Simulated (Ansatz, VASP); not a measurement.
# One calculation of Sr2AlO, two programs

```
Sr Al O
1.0
     6.97888    0.00000    0.00000
     0.00000    6.97917    0.00000
     0.00000    0.00000    5.04875
Sr Al O
4 2 2
Direct
  0.75000 0.75000 0.00000
  0.25000 0.25000 0.00000
  0.25000 0.75000 0.00000
  0.75000 0.25000 0.00000
  0.00000 0.00000 0.49998
  0.50000 0.50000 0.50002
  0.50000 0.00000 0.99998
  0.00000 0.50000 0.00002
```

Alike in both runs: functional PBE; k mesh 3 × 3 × 4; occupations gaussian, width 0.2 eV; no spin polarisation.

Ansatz relaxed the structure, and its values are those at the end. VASP's run is a single point on that final structure, the one shown.

```csv
,VASP,Ansatz
version,VASP 6.6.1,Ansatz 0.2.0
potentials or method,"VASP PAW PBE potentials, release 64 (Sr_sv, Al, O), cutoff 600 eV","scalar-relativistic, plane waves, PAW"
valence electrons in the cell,58,58
```

|  | VASP | Ansatz | Ansatz less VASP |
| --- | --- | --- | --- |
| gap on the k mesh at the Fermi level (eV) | none | none | - |
| pressure (GPa) | 0.5 | 0.3 | -0.18 |

A gap of «none» marks a metal or a gap that the smearing closes. With one functional, cell and mesh, what is left measures potentials, basis and numerics.
